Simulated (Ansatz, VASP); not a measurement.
SiNi2: VASP beside Ansatz

```
Ni Si
1.0
     4.99000    0.00000    0.00000
     0.00000    3.72000    0.00000
     0.00000    0.00000    7.03000
Ni Si
8 4
Direct
  0.32500 0.75000 0.93700
  0.67500 0.25000 0.06300
  0.17500 0.25000 0.43700
  0.82500 0.75000 0.56300
  0.45800 0.75000 0.29700
  0.54200 0.25000 0.70300
  0.04200 0.25000 0.79700
  0.95800 0.75000 0.20300
  0.78600 0.75000 0.88600
  0.21400 0.25000 0.11400
  0.71400 0.25000 0.38600
  0.28600 0.75000 0.61400
```

Alike in both runs: functional revPBE; k mesh 5 × 5 × 3; occupations fermi-dirac, width 0.05 eV; collinear spin.

|  | VASP | Ansatz |
| --- | --- | --- |
| version | VASP 6.6.1 | Ansatz 0.2.0 |
| potentials or method | VASP PAW PBE potentials, release 64 (Ni, Si) | Ansatz PAW |
| plane-wave cutoff (eV) | 520 | 420 |
| valence electrons in the cell | 96 | 160 |
| task | single point | band structure |

|  | VASP | Ansatz | Ansatz less VASP |
| --- | --- | --- | --- |
| gap on the k mesh at the Fermi level (eV) | none | none | - |
| pressure (GPa) | 6.9 | 6.9 | -0.01 |
| traceless stress, the component that is largest in VASP (GPa) | -1.40 | -1.37 | +0.030 |
| rms of the force components (eV/Å) | 0.152 | 0.153 | +0.0010 |
| net moment per atom (μB) | 0.00 | 0.00 | 0.000 |

VASP's potentials were made for PBE, not for revPBE. Atom by atom the forces differ by 0.004 eV/Å (rms over components). A gap of «none» marks a metal or a gap that the smearing closes. VASP's potentials hold 96 valence electrons a cell and Ansatz's 160, so a difference there can come from the potentials and not from the codes.
